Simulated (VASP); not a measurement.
A run of VASP 6.6.1 is set up as follows.

The input INCAR:

```
SYSTEM = NdZrS2
ALGO = Normal
EDIFF = 1E-6
ENCUT = 500
GGA = PE
GGA_COMPAT = .FALSE.
ISIF = 2
ISMEAR = 0
LASPH = .TRUE.
LCHARG = .TRUE.
LELF = .TRUE.
LMAXMIX = 6
LREAL = .FALSE.
LVHAR = .TRUE.
LWAVE = .FALSE.
NBANDS = 26
NELM = 200
PREC = Accurate
SIGMA = 0.1
```

KPOINTS

```
k-points
0
G
  12 12 6
  0 0 0
```

File POSCAR:

```
NdZrS2
1.0
    3.6252981521      0.0000000000      0.0000000000
   -1.8126490760      3.1396002960      0.0000000000
    0.0000000000      0.0000000000      7.3102500088
Nd Zr S
1 1 2
Direct
    0.6666666667      0.3333333333      0.5000000000
    0.6666666667      0.3333333333      0.0000000000
    0.3333333333      0.6666666667      0.2229954587
    0.3333333333      0.6666666667      0.7770045413
```

Potentials or basis: VASP PAW PBE potentials, release 64 (Nd_3, Zr_sv, S), 4f in core.

Command:

```console
$ cat potpaw_PBE.64/Nd_3/POTCAR potpaw_PBE.64/Zr_sv/POTCAR potpaw_PBE.64/S/POTCAR > POTCAR
$ mpirun -np 1 vasp_std > vasp.out
```

Problem. Estimate the band gap on the k mesh.

Solution. Zero (an odd number of electrons rules out a gap without spin polarisation).

Problem. What does it give for the pressure?

Solution. 0.1 GPa.

Forces on the atoms (eV/Å):
```
Nd   0.000  0.000  0.000
Zr   0.000  0.000  0.000
S    0.000  0.000  0.003
S    0.000  0.000 -0.003
```

Caveat: spin-orbit coupling is left out, which moves the levels of the heavy elements; the 4f electrons are frozen in the core, so they carry no moment and show no levels; the run has no spin polarisation, though such a crystal can be magnetic. With open d or f shells a metallic result of PBE can be an artefact of self-interaction; +U or a hybrid may open a gap.
